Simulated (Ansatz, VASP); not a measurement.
Si2Ge in VASP and in Ansatz

```
Si Ge
1.0
     6.40509    0.00000    0.00000
     0.00000    6.40509    0.00000
     0.00000    0.00000    2.65353
Si Ge
4 2
Direct
  0.13157 0.36843 0.25000
  0.86843 0.63157 0.25000
  0.36843 0.86843 0.75000
  0.63157 0.13157 0.75000
  0.50000 0.50000 0.00000
  0.00000 0.00000 0.50000
```

Alike in both runs: functional PBE; k mesh 6 × 6 × 14; occupations gaussian, width 0.1 eV; no spin polarisation.

Ansatz relaxed the structure, and its values are those at the end. VASP's run is a single point on that final structure, the one shown.

```csv
,VASP,Ansatz
version,VASP 6.6.1,Ansatz 0.2.0
potentials or method,"VASP PAW PBE potentials, release 64 (Si, Ge_d), cutoff 520 eV","scalar-relativistic, plane waves, PAW"
valence electrons in the cell,44,44
```

|  | VASP | Ansatz | Ansatz less VASP |
| --- | --- | --- | --- |
| gap on the k mesh at the Fermi level (eV) | none | none | - |
| pressure (GPa) | 0.0 | 0.0 | +0.03 |

A gap of «none» marks a metal or a gap that the smearing closes. The functional is the same, so the differences come from potentials, cutoffs and numerics.
